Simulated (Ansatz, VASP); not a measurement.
EuS in VASP and in Ansatz

The input INCAR:

```
ALGO = Normal
EDIFF = 1E-7
EDIFFG = -0.01
ENCUT = 600
GGA = VW
GGA_COMPAT = False
IBRION = 2
ISIF = 3
ISMEAR = -1
ISPIN = 2
LASPH = True
LCHARG = False
LMAXMIX = 6
LORBIT = 11
LREAL = False
LWAVE = False
MAGMOM = 7 0
NELM = 200
NELMIN = 4
NSW = 60
PREC = Accurate
SIGMA = 0.05
```

KPOINTS

```
k-points
0
Gamma
  8 8 8
```

POSCAR

```
EuS
1.0
    0.0000000000      2.9785000000      2.9785000000
    2.9785000000      0.0000000000      2.9785000000
    2.9785000000      2.9785000000      0.0000000000
Eu S
1 1
Direct
    0.0000000000      0.0000000000      0.0000000000
    0.5000000000      0.5000000000      0.5000000000
```

input.yaml

```yaml
crystal:
  lattice:
    - [0.0, 2.9785, 2.9785]
    - [2.9785, 0.0, 2.9785]
    - [2.9785, 2.9785, 0.0]
  atoms:
    - { symbol: Eu, position: [0.0, 0.0, 0.0], spin: 7.0 }
    - { symbol: S, position: [0.5, 0.5, 0.5] }
hamiltonian:
  xc: { exchange: slater, correlation: vwn5 }
  pseudopotentials: { kind: paw }
magnetization:
  spin_polarized: true
kpoints:
  mp_grid: { grid: [8, 8, 8] }
scf:
  occupations: { method: fermi_dirac, width: 0.05 }
output:
  forces: true
  stress: true
  write_density: true
  write_potential: true
  elf: true
  volumetric_format: npy
relax:
  f_tol: 0.01
  max_steps: 40
  cell: { stress_tol: 0.05 }
```

Alike in both runs: task relaxation of cell and atoms; functional SVWN5; k mesh 8 × 8 × 8; occupations fermi-dirac, width 0.05 eV; collinear spin.

|  | VASP | Ansatz |
| --- | --- | --- |
| version | VASP 6.6.1 | Ansatz 0.2.0 |
| potentials or method | VASP PAW PBE potentials, release 64 (Eu, S) | Ansatz PAW |
| plane-wave cutoff (eV) | 600 | 420 |
| valence electrons in the cell | 23 | 23 |

Ansatz gave:

| Property | Result |
| --- | --- |
| gap on the k mesh at the Fermi level, each at its own relaxed structure (eV) | none |
| net moment per atom (μB) | 3.44 |
| size of the moment on the site where the two differ most (μB) | 6.62 |
| relaxed volume (Å³/atom) | 22.59 |
| relaxed cell length with the largest relative difference (Å) | 3.998 |

Which values does VASP return?

gap on the k mesh at the Fermi level, each at its own relaxed structure (eV): none; net moment per atom (μB): 3.41; size of the moment on the site where the two differ most (μB): 6.51; relaxed volume (Å³/atom): 22.22; relaxed cell length with the largest relative difference (Å): 3.976.

VASP's potentials were made for PBE, not for SVWN5. Site moments also hang on the region over which each program counts them. A gap of «none» marks a metal or a gap that the smearing closes.

Neither program's run includes spin-orbit coupling. Noted on VASP's run: the volume moved by over 15 % at a fixed basis, so the end points are rough. Noted on Ansatz's run: the plane-wave basis is chosen anew once the cell has moved, so the energies of steps on either side of that aren't comparable.
